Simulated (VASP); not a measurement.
Crystal: Pb.

```
CELL_PARAMETERS angstrom
-1.97966 1.97966 1.97966
1.97966 -1.97966 1.97966
1.97966 1.97966 -1.97966
ATOMIC_POSITIONS crystal
Pb 0.00000 0.00000 0.00000
```

Base run:

```yaml
Program: VASP 6.6.1
Functional: PBEsol
Potentials_or_basis: VASP PAW PBE potentials, release 64 (Pb_d)
Cutoff: 520 eV
k_mesh: 8 × 8 × 8
Occupations: fermi-dirac, width 0.05 eV
Spin: no spin polarisation
```

Its results: band gap on the k mesh zero (band 7 reaches 14.28 eV, above the bottom of band 8 at 4.98 eV); pressure -1.5 GPa.

The run is repeated on the same cell with these changes: k mesh from 8 × 8 × 8 to 7 × 7 × 7. What comes out?

Band gap on the k mesh zero (band 7 reaches 14.28 eV, above the bottom of band 8 at 5.19 eV); pressure -2.2 GPa.

Caveats: the PAW data sets were made with another functional, which shifts forces and pressure a little; spin-orbit coupling is left out, which moves the levels of the heavy elements.
